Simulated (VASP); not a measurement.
# Rh (I4/mmm) in VASP: notebook

Runs on Rh. Level: PBE. Tasks: single point.

Everything below comes from runs of VASP 6.6.1. Logs are shortened: lines on timing, memory, paths and dates and some standing lists are left out, and cuts for length are marked.

## Step 1: The cell of the first run

The structure is tetragonal, space group I4/mmm (No. 139). Conventional cell: a = 2.640 Å, b = 2.640 Å, c = 3.830 Å, α = 90.00°, β = 90.00°, γ = 90.00°. Within 3.5 Å of Rh (site symmetry 4/mmm) lie 12 Rh at 2.64 to 2.67 Å.

## Step 2: Single point, PBE (strain -0.025 along x and y, +0.000 along z)

File INCAR:

```
SYSTEM = Rh
PREC     = Accurate       ! precision mode
ENCUT    = 520            ! plane-wave cutoff, eV
EDIFF    = 1E-6           ! SCF threshold, eV
ISMEAR   = 0              ! smearing method
SIGMA    = 0.15           ! smearing width, eV
LREAL    = .FALSE.        ! projectors in reciprocal space
LASPH    = .TRUE.         ! aspherical terms in the spheres
NELM     = 60             ! most SCF steps
ALGO     = Fast           ! electronic algorithm
ISIF     = 2              ! what is computed and relaxed
LWAVE    = .FALSE.        ! write WAVECAR
LCHARG   = .TRUE.         ! write CHGCAR
GGA      = PE             ! functional
LELF     = .TRUE.         ! ELF
LVHAR    = .TRUE.       
NBANDS   = 14             ! bands
```

File KPOINTS:

```
regular mesh
0
G
  26 26 26
  0 0 0
```

File POSCAR:

```
Rh
1.0
    0.0000000000      1.8670912766      1.9149654119
    1.8670912766      0.0000000000      1.9149654119
    1.8670912766      1.8670912766      0.0000000000
Rh
1
Direct
    0.0000000000      0.0000000000      0.0000000000
```

Potentials or basis: VASP PAW PBE potentials, release 64 (Rh_pv).

The run is started by

```sh
$ cat potpaw_PBE.64/Rh_pv/POTCAR > POTCAR
$ mpirun -np 1 vasp_std > vasp.out
```

OUTCAR:

```text
SYSTEM = Rh
   PREC = Accurate
   ENCUT = 520
   EDIFF = 1E-6
   ISMEAR = 0
   LREAL = .FALSE.
   LASPH = .TRUE.
   NELM = 60
   ISIF = 2
   GGA = PE

 ion  position               nearest neighbor table
   1  0.000  0.000  0.000-

  LATTYP: Found a body centered tetragonal cell.
 ALAT       =     2.6404658056
 C/A-ratio  =     1.4504754486

  Lattice vectors:

 A1 = (  -1.8670912766,   0.0000000000,   1.9149654119)
 A2 = (   1.8670912766,   0.0000000000,   1.9149654119)
 A3 = (   0.0000000000,   1.8670912766,  -1.9149654119)

Analysis of symmetry for initial positions (statically):
=====================================================================
 Subroutine PRICEL returns:
 Original cell was already a primitive cell.

 Routine SETGRP: Setting up the symmetry group for a
 body centered tetragonal supercell.

 Subroutine GETGRP returns: Found 16 space group operations
 (whereof 16 operations were pure point group operations)
 out of a pool of 16 trial point group operations.

The static configuration has the point symmetry D_4h.

Analysis of symmetry for dynamics (positions and initial velocities):
=====================================================================
 Subroutine PRICEL returns:
 Original cell was already a primitive cell.

 Routine SETGRP: Setting up the symmetry group for a
 body centered tetragonal supercell.

 Subroutine GETGRP returns: Found 16 space group operations
 (whereof 16 operations were pure point group operations)
 out of a pool of 16 trial point group operations.

The dynamic configuration has the point symmetry D_4h.

 Subroutine INISYM returns: Found 16 space group operations
 (whereof 16 operations are pure point group operations),
 and found     1 'primitive' translations

----------------------------------------------------------------------------------------

                                     Primitive cell

  volume of cell :      13.3513

  direct lattice vectors                    reciprocal lattice vectors
     0.000000000  1.867091277  1.914965412    -0.267796227  0.267796227  0.261101322
     1.867091277  0.000000000  1.914965412     0.267796227 -0.267796227  0.261101322
     1.867091277  1.867091277  0.000000000     0.267796227  0.267796227 -0.261101322

  length of vectors
     2.674532177  2.674532177  2.640465806     0.460003847  0.460003847  0.460003847

  position of ions in fractional coordinates (direct lattice)
     0.000000000  0.000000000  0.000000000

  ion indices of the primitive-cell ions
   primitive index   ion index
                 1           1

----------------------------------------------------------------------------------------

 KPOINTS: regular mesh

Automatic generation of k-mesh.
 Grid dimensions read from file:
 generate k-points for:   26   26   26

 Generating k-lattice:

  Cartesian coordinates                     Fractional coordinates (reciprocal lattice)
    -0.010299855  0.010299855  0.010042359     0.038461538  0.000000000  0.000000000
     0.010299855 -0.010299855  0.010042359     0.000000000  0.038461538  0.000000000
     0.010299855  0.010299855 -0.010042359     0.000000000  0.000000000  0.038461538

  Length of vectors
     0.017692456  0.017692456  0.017692456

  Shift w.r.t. Gamma in fractional coordinates (k-lattice)
     0.000000000  0.000000000  0.000000000

 Subroutine IBZKPT returns following result:
 ===========================================

 Found   1330 irreducible k-points:

 Following reciprocal coordinates:
            Coordinates               Weight
  0.000000  0.000000  0.000000      1.000000
  0.038462  0.000000  0.000000      8.000000
  0.076923  0.000000  0.000000      8.000000
  0.115385  0.000000  0.000000      8.000000
  0.153846  0.000000  0.000000      8.000000
  0.192308 -0.000000  0.000000      8.000000
[... 16 lines left out ...]
  0.346154  0.038462  0.000000      8.000000
  0.384615  0.038462  0.000000      8.000000
 [... further k-points ...]
   k-points           NKPTS =   1330   k-points in BZ     NKDIM =   1330   number of bands    NBANDS=     14
   number of dos      NEDOS =    301   number of ions     NIONS =      1
   total plane-waves  NPLWV =   8000
   dimension x,y,z NGX =    20 NGY =   20 NGZ =   20
   dimension x,y,z NGXF=    40 NGYF=   40 NGZF=   40
   ions per type =               1
   NGX,Y,Z   is equivalent  to a cutoff of  12.43, 12.43, 12.59 a.u.
   NGXF,Y,Z  is equivalent  to a cutoff of  24.86, 24.86, 25.18 a.u.
 SYSTEM =  Rh
   PREC   = accura    normal or accurate (medium, high low for compatibility)
   ISTART =      0    job   : 0-new  1-cont  2-samecut
   ICHARG =      2    charge: 1-file 2-atom 10-const
   ISPIN  =      1    spin polarized calculation?
   LNONCOLLINEAR =      F non collinear calculations
   LSORBIT =      F    spin-orbit coupling
   LASPH  =      T    aspherical Exc in radial PAW
   ENCUT  =  520.0 eV  38.22 Ry    6.18 a.u.   4.97  4.97  4.91*2*pi/ulx,y,z
[... 66 lines left out ...]
      8      11.2350      2.00000
      9      11.5871      2.00000
     10      28.4329      0.00000
     11      32.8969      0.00000
     12      33.5166      0.00000
     13      34.3263      0.00000
     14      34.3263      0.00000

 k-point     2 :       0.0385    0.0000    0.0000
  band No.  band energies     occupation
      1     -33.9966      2.00000
      2     -33.9813      2.00000
      3     -33.9753      2.00000
      4       4.3363      2.00000
      5       9.0487      2.00000
      6       9.3183      2.00000
      7       9.3544      2.00000
      8      11.2228      2.00000
      9      11.5703      2.00000
     10      28.5260      0.00000
     11      32.8963      0.00000
     12      33.4206      0.00000
     13      34.1490      0.00000
     14      34.4191      0.00000

 k-point     3 :       0.0769    0.0000    0.0000
  band No.  band energies     occupation
      1     -34.0285      2.00000
      2     -33.9908      2.00000
      3     -33.9795      2.00000
      4       4.5181      2.00000
      5       9.0432      2.00000
      6       9.3140      2.00000
      7       9.4247      2.00000
      8      11.1920      2.00000
      9      11.5252      2.00000
     10      28.7919      0.00000
     11      32.7606      0.00000
     12      32.9040      0.00000
     13      34.2027      0.00000
     14      34.6932      0.00000

 k-point     4 :       0.1154    0.0000    0.0000
  band No.  band energies     occupation
      1     -34.0849      2.00000
      2     -34.0004      2.00000
      3     -33.9862      2.00000
      4       4.8073      2.00000
      5       8.9814      2.00000
      6       9.3648      2.00000
      7       9.5279      2.00000
      8      11.1615      2.00000
      9      11.4679      2.00000
     10      29.1884      0.00000
     11      31.7464      0.00000
     12      32.8983      0.00000
     13      34.5927      0.00000
     14      35.1353      0.00000

 k-point     5 :       0.1538    0.0000    0.0000
  band No.  band energies     occupation
      1     -34.1597      2.00000
      2     -34.0121      2.00000
      3     -33.9949      2.00000
      4       5.1781      2.00000
      5       8.8977      2.00000
      6       9.4441      2.00000
      7       9.6403      2.00000
      8      11.1636      2.00000
      9      11.4268      2.00000
     10      29.6323      0.00000
     11      30.6432      0.00000
[... 276 lines left out ...]
 k-point    22 :       0.3077    0.0385    0.0000
  band No.  band energies     occupation
      1     -34.5007      2.00000
      2     -34.0640      2.00000
      3     -34.0464      2.00000
      4       6.3040      2.00000
      5       9.3215      2.00000
      6       9.5658      2.00000
      7       9.7184      2.00000
      8      11.7966      2.00000
      9      12.1040      1.99872
     10      26.4475      0.00000
     11      29.7888      0.00000
     12      32.8976      0.00000
     13      36.3137      0.00000
     14      37.3640      0.00000

 k-point    23 :       0.3462    0.0385    0.0000
  band No.  band energies     occupation
      1     -34.5883      2.00000
      2     -34.0792      2.00000
      3     -34.0562      2.00000
      4       6.3185      2.00000
      5       9.2219      2.00000
      6       9.6242      2.00000
      7      10.2165      2.00000
      8      12.2047      1.97681
      9      12.3673      1.53927
     10      25.2076      0.00000
     11      29.2800      0.00000
     12      32.8977      0.00000
     13      35.7366      0.00000
     14      36.5004      0.00000

 k-point    24 :       0.3846    0.0385    0.0000
  band No.  band energies     occupation
      1     -34.6642      2.00000
      2     -34.0929      2.00000
      3     -34.0642      2.00000
      4       6.2711      2.00000
      5       9.1170      2.00000
      6       9.5248      2.00000
      7      10.9593      2.00000
      8      12.6192      0.10159
      9      12.6494      0.05461
     10      23.9714      0.00000
     11      28.7878      0.00000
     12      32.8977      0.00000
     13      35.0871      0.00000
     14      35.5377      0.00000

 [... further k-points ...]

------------------------ aborting loop because EDIFF is reached ----------------------------------------

  FORCE on cell =-STRESS in cart. coord.  units (eV):
  Direction    XX          YY          ZZ          XY          YZ          ZX
  --------------------------------------------------------------------------------------
  -------------------------------------------------------------------------------------
  Total        1.4479197      1.4479197      0.8714427      0.0000000      0.0000000      0.0000000
  in kB      173.7532831    173.7532831    104.5748848      0.0000000      0.0000000      0.0000000
  external PRESSURE =     150.6938170 kB  Pullay stress =       0.0000000 kB

 VOLUME and BASIS-vectors are now :
 -----------------------------------------------------------------------------
  energy-cutoff  :      520.00
  volume of cell :       13.35
      direct lattice vectors                 reciprocal lattice vectors
     0.000000000  1.867091277  1.914965412    -0.267796227  0.267796227  0.261101322
     1.867091277  0.000000000  1.914965412     0.267796227 -0.267796227  0.261101322
     1.867091277  1.867091277  0.000000000     0.267796227  0.267796227 -0.261101322

 POSITION                                       TOTAL-FORCE (eV/Angst)
 -----------------------------------------------------------------------------------
      0.00000      0.00000      0.00000         0.000000     -0.000000      0.000000
 -----------------------------------------------------------------------------------
    total drift:                               -0.000000     -0.000000     -0.000000

  FREE ENERGIE OF THE ION-ELECTRON SYSTEM (eV)
  ---------------------------------------------------
  free  energy   TOTEN  =        -7.2294677231 eV

  energy  without entropy=       -7.2153674988  energy(sigma->0) =       -7.22241761
```

Wall time 2.2 min (1 thread of AMD EPYC 9R45 (Zen 5), shared host); peak memory 0.29 GiB.

What came out:

```
Free energy            : -7.2295 eV
Pressure               : 15.1 GPa
Band gap on the k mesh : zero (an odd number of electrons rules out a gap without spin polarisation)
```

Caveat: the cell differs from its parent crystal (strain -0.025 along x and y, +0.000 along z); the stress differs along the axes, from 10 to 17 GPa.

[end of part 1 of 2]
